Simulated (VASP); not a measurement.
Wanted: the native input for a VASP 6.6.1 run.

- Task: single point
- Functional: LDA
- Potentials or basis: VASP PAW PBE potentials, release 64 (Eu)
- Cutoff: 520 eV
- k mesh: 9 × 9 × 9
- Occupations: fermi-dirac, width 0.1 eV
- Spin: collinear spin, ferromagnetic start
- Starting moments: [9.1] μB
- Dipole correction: no
- Further INCAR settings: ALGO = Normal; EDIFF = 1e-06; NBANDS = 18

The structure of Eu lies in POSCAR:

```
Eu
1.0
    3.9446700000      0.0000000000      0.0000000000
    1.9723350000      3.4161844295      0.0000000000
    1.9723350000      1.1387281432      3.2208095679
Eu
1
Direct
    0.0000000000      0.0000000000      0.0000000000
```

One way to write it, as run:

INCAR

```
SYSTEM = Eu
PREC = Accurate ; ENCUT = 520
EDIFF = 1E-6 ; ISMEAR = -1
SIGMA = 0.1 ; LREAL = .False.
LASPH = .True. ; NELM = 150
ALGO = Normal ; ISIF = 2
LWAVE = .False. ; LCHARG = .False.
ISPIN = 2 ; MAGMOM = 9.1
LORBIT = 11 ; LMAXMIX = 6
GGA = CA ; NBANDS = 18
```

KPOINTS

```
regular mesh
0
Gamma
  9 9 9
  0 0 0
```

Potentials or basis: VASP PAW PBE potentials, release 64 (Eu).

Run with:

```console
$ cat potpaw_PBE.64/Eu/POTCAR > POTCAR
$ mpirun -np 1 vasp_std > vasp.out
```

It gave:

```json
{
  "Pressure": "-3.2 GPa",
  "Net moment": "7.32 μB per cell",
  "Site moments": "Eu +6.70 μB",
  "Valence electrons inside the program's atomic spheres": "Eu 14.66"
}
```

Caveat: the PAW data sets were made with another functional, which shifts forces and pressure a little.

Wall time 2.5 min on 1 thread of Intel Xeon 6975P-C, with other jobs on the host, peak memory 0.2 GiB.
